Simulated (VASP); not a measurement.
Wanted: the native input for a VASP 6.6.1 run.

* Task: relaxation of cell and atoms
* Functional: PBE
* Potentials or basis: VASP PAW PBE potentials, release 64 (Si, C)
* Cutoff: 600 eV
* k mesh: 26 × 26 × 26
* Occupations: gaussian, width 0.1 eV
* Spin: no spin polarisation
* Dipole correction: no
* Further INCAR settings: ALGO = Normal; EDIFF = 1e-07; IBRION = 2; EDIFFG = -0.01; NSW = 100; ISIF = 3

The structure of SiC lies in POSCAR:

```
SiC
1.0
   -1.4388530806      1.4388530806      2.0096162083
    1.4388530806     -1.4388530806      2.0096162083
    1.4388530806      1.4388530806     -2.0096162083
Si C
1 1
Direct
    0.5000000000      0.5000000000      0.0000000000
    0.0000000000      0.0000000000      0.0000000000
```

One way to write it, as run:

INCAR

```
SYSTEM = SiC
  PREC = Accurate
  ENCUT = 600
  EDIFF = 1E-7
  ISMEAR = 0
  SIGMA = 0.1
  LREAL = .False.
  LASPH = .True.
  NELM = 100
  ALGO = Normal
  ISIF = 3
  LWAVE = .False.
  LCHARG = .False.
  GGA = PE
  IBRION = 2
  NSW = 100
  EDIFFG = -0.01
```

KPOINTS

```
regular mesh
0
Gamma
  26 26 26
  0 0 0
```

Potentials or basis: VASP PAW PBE potentials, release 64 (Si, C).

Run with:

```sh
$ cat potpaw_PBE.64/Si/POTCAR potpaw_PBE.64/C/POTCAR > POTCAR
$ mpirun -np 1 vasp_std > vasp.out
```

Results of the run:

```json
{
  "Relaxed volume": "8.34 Å³/atom",
  "Relaxed cell": "a = 2.868 Å, b = 2.868 Å, c = 2.868 Å, α = 120.02°, β = 120.02°, γ = 89.97°",
  "Space group after relaxing (to 0.05 Å)": "Fm-3m (No. 225)",
  "Energy gained by relaxing": "0.7 meV/atom",
  "Ionic steps": "4",
  "Pressure after relaxing": "0.2 GPa",
  "Band gap on the k mesh": "zero (band 4 reaches 12.40 eV, above the bottom of band 5 at 11.34 eV)"
}
```

It took 13 min on 1 thread of Oxide Virtual Turin-like Processor, on a shared host, peak memory 0.3 GiB.
